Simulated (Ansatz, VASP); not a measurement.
# Ca2C: VASP beside Ansatz

```xyz
3
Lattice="0.0000 3.0260 3.0260 3.0260 0.0000 3.0260 3.0260 3.0260 0.0000" Properties=species:S:1:pos:R:3 pbc="T T T"
C     0.0000    0.0000    0.0000
Ca    1.5130    1.5130    1.5130
Ca    4.5389    4.5389    4.5389
```

Change from the starting cell: hydrostatic strain -3.3%.

Alike in both runs: task single point; functional HSE06; k mesh 6 × 6 × 6; occupations fermi-dirac, width 0.02 eV; no spin polarisation.

|  | VASP | Ansatz |
| --- | --- | --- |
| version | VASP 6.6.1 | Ansatz 0.2.0 |
| potentials or method | VASP PAW PBE potentials, release 64 (C, Ca_sv) | plane waves, PAW |
| plane-wave cutoff (eV) | 520 | 420 |
| valence electrons in the cell | 24 | 24 |

VASP gave:

| Property | Result |
| --- | --- |
| pressure (GPa) | 7.8 |

**Question.** Which values does Ansatz return?

**Answer.** Pressure (GPa): 7.4.

Ansatz's warnings: stress exchange threshold loose, stress scf threshold loose.
